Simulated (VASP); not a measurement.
Wanted: the native input for a VASP 6.6.1 run.

| Item | Value |
| --- | --- |
| Task | single point |
| Functional | PBEsol |
| Potentials or basis | VASP PAW PBE potentials, release 64 (Ba_sv) |
| Cutoff | 520 eV |
| k mesh | 7 × 7 × 8 |
| Occupations | fermi-dirac, width 0.15 eV |
| Spin | no spin polarisation |
| Dipole correction | no |
| Further INCAR settings | ALGO = Normal; EDIFF = 1e-07; NBANDS = 11 |

The structure of Ba lies in POSCAR:

```
Ba
1.0
    4.0522830095      0.0000000000      0.0000000000
    0.0000000000      4.0522830095      0.0000000000
    0.0000000000      0.0000000000      3.6529857437
Ba
1
Direct
    0.5000000000      0.5000000000      0.5000000000
```

These files were run (other wordings do the same):

INCAR

```
ALGO = Normal
EDIFF = 1E-7
ENCUT = 520
GGA = PS
ISIF = 2
ISMEAR = -1
LASPH = True
LCHARG = True
LELF = True
LREAL = False
LVHAR = True
LWAVE = False
NBANDS = 11
NELM = 80
PREC = Accurate
SIGMA = 0.15
```

KPOINTS

```
k-points
0
Gamma
  7 7 8
```

Potentials or basis: VASP PAW PBE potentials, release 64 (Ba_sv).

Launch:

```console
$ cat potpaw_PBE.64/Ba_sv/POTCAR > POTCAR
$ mpirun -np 1 vasp_std > vasp.out
```

Results of the run:

| Item | Value |
| --- | --- |
| Pressure | -0.2 GPa |
| Band gap on the k mesh | zero (band 5 reaches 1.87 eV, above the bottom of band 6 at 1.40 eV) |

Caveat: the PAW data sets were made with another functional, which shifts forces and pressure a little; spin-orbit coupling is left out, which moves the levels of the heavy elements.

Wall time 54 s on 1 thread of AMD EPYC 7R13, on a shared host, peak memory 0.15 GiB.
